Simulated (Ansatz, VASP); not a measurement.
**B4N3: VASP beside Ansatz**

```
B N
1.0
     4.55676    0.00000    0.00000
     0.00000    4.55676    0.00000
     0.00000    0.00000    2.41213
B N
4 3
Direct
  0.78968 0.50000 0.00000
  0.21032 0.50000 0.00000
  0.50000 0.78968 0.00000
  0.50000 0.21032 0.00000
  0.00000 0.50000 0.50000
  0.50000 0.00000 0.50000
  0.00000 0.00000 0.00000
```

Alike in both runs: functional PBE; k mesh 4 × 4 × 4; occupations gaussian, width 0.2 eV; no spin polarisation.

Ansatz relaxed the structure, and its values are those at the end. VASP's run is a single point on that final structure, the one shown.

|  | VASP | Ansatz |
| --- | --- | --- |
| version | VASP 6.6.1 | Ansatz 0.2.0 |
| potentials or method | VASP PAW PBE potentials, release 64 (B, N), cutoff 600 eV | scalar-relativistic, plane waves, PAW |
| valence electrons in the cell | 27 | 27 |

Ansatz gave:

- gap on the k mesh at the Fermi level (eV): none
- pressure (GPa): -0.2
- rms of the force components (eV/Å): 0.001

Question: Which values does VASP return?

Answer: gap on the k mesh at the Fermi level (eV): none; pressure (GPa): -0.2; rms of the force components (eV/Å): 0.005.

A gap of «none» marks a metal or a gap that the smearing closes. The functional is the same, so the differences come from potentials, cutoffs and numerics.

The k mesh is coarse, so the values compare programs but aren't converged.
